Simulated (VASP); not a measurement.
**Cs2InAgCl6: single point with LDA**

**What was measured.**

“Cs2InAgCl6: A new lead-free halide double perovskite with direct band gap”, 2016, arxiv:1611.05426 reports, for a powder of Cs2InAgCl6: band gap 3.3 eV (optical).

Crystal: Cs2InAgCl6.

```
Cs In Ag Cl
1.0
     0.00000    5.10022    5.10022
     5.10022    0.00000    5.10022
     5.10022    5.10022    0.00000
Cs In Ag Cl
2 1 1 6
Cartesian
  2.5501 2.5501 2.5501
  7.6503 7.6503 7.6503
  0.0000 0.0000 0.0000
  5.1002 5.1002 5.1002
  2.4460 5.1002 5.1002
  5.1002 2.4460 5.1002
  7.7545 5.1002 5.1002
  5.1002 7.7545 5.1002
  5.1002 5.1002 2.4460
  5.1002 5.1002 7.7545
```

```json
{"Program": "VASP 6.6.1", "Task": "single point", "Functional": "LDA", "Potentials or basis": "VASP PAW LDA potentials, release 64 (Cs_sv, In_d, Ag, Cl)", "Cutoff": "500 eV", "k mesh": "4 × 4 × 4", "Occupations": "gaussian, width 0.01 eV", "Spin": "no spin polarisation"}
```

```
Pressure               : 0.8 GPa
Largest force          : 0.716 eV/Å
Band gap on the k mesh : 1.03 eV
```

Forces in eV/Å, atoms in the order of the input:
```
Cs   0.000  0.000  0.000
Cs   0.000  0.000  0.000
In   0.000  0.000  0.000
Ag   0.000  0.000  0.000
Cl   0.716  0.000  0.000
Cl   0.000  0.716  0.000
Cl  -0.716  0.000  0.000
Cl   0.000 -0.716  0.000
Cl   0.000  0.000  0.716
Cl   0.000  0.000 -0.716
```

Levels at points of the mesh, in eV from the valence-band top:
| k point | band 38 | band 39 | band 40 | band 41 | band 42 | band 43 | band 44 | band 45 | band 46 | band 47 |
| --- | --- | --- | --- | --- | --- | --- | --- | --- | --- | --- |
| (0.00, 0.00, 0.00) | -1.12 | -1.12 | -1.12 | 0.00 | 0.00 | 1.03 | 4.85 | 4.93 | 4.93 | 4.93 |
| (0.50, 0.00, 0.00) | -1.41 | -1.34 | -1.34 | -0.67 | -0.67 | 3.07 | 3.75 | 6.09 | 6.14 | 6.14 |
| (0.50, 0.50, 0.00) | -1.79 | -1.15 | -1.15 | -1.15 | 0.00 | 3.83 | 5.88 | 6.23 | 6.35 | 6.35 |

Run time: 69 s on 1 thread of Intel(R) Xeon(R) 6975P-C (Granite Rapids), with other jobs on the host, peak memory 0.37 GiB.

Against the measured gap of Cs2InAgCl6, 3.3 eV (optical; powder; “Cs2InAgCl6: A new lead-free halide double perovskite with direct band gap”, 2016, arxiv:1611.05426), the calculated 1.03 eV is off by -2.27 eV. So large a miss can be the level of theory's own, or it may mean another phase, state or a wrong row. Spin-orbit coupling on Ag, Cs, In is left out. The value is that of LDA, without temperature or zero-point motion. Semilocal functionals fall short of measured gaps as a rule.

Caveat: spin-orbit coupling is left out, which moves the levels of the heavy elements.
